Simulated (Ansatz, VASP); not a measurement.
MoW2C4 in VASP and in Ansatz

```
Mo W C
1.0
     0.00000    3.42018    3.42018
     3.42018    0.00000    3.42018
     3.42018    3.42018    0.00000
Mo W C
1 2 4
Direct
  0.75000 0.75000 0.75000
  0.25000 0.25000 0.25000
  0.50000 0.50000 0.50000
  0.07952 0.07952 0.07952
  0.07952 0.07952 0.76144
  0.07952 0.76144 0.07952
  0.76144 0.07952 0.07952
```

Alike in both runs: functional PBE; k mesh 4 × 4 × 4; occupations gaussian, width 0.2 eV; no spin polarisation.

Ansatz relaxed the structure, and its values are those at the end. VASP's run is a single point on that final structure, the one shown.

```csv
,VASP,Ansatz
version,VASP 6.6.1,Ansatz 0.2.0
potentials or method,"VASP PAW PBE potentials, release 64 (Mo_sv, W_sv, C), cutoff 600 eV","scalar-relativistic, plane waves, PAW"
valence electrons in the cell,58,58
```

```tsv
	VASP	Ansatz	Ansatz less VASP
gap on the k mesh at the Fermi level (eV)	none	none	-
pressure (GPa)	0.0	-0.4	-0.36
rms of the force components (eV/Å)	0.034	0.000	-0.0340
```

A gap of «none» marks a metal or a gap that the smearing closes.

The k mesh is coarse, so the values compare programs but aren't converged. Spin-orbit coupling is off throughout.
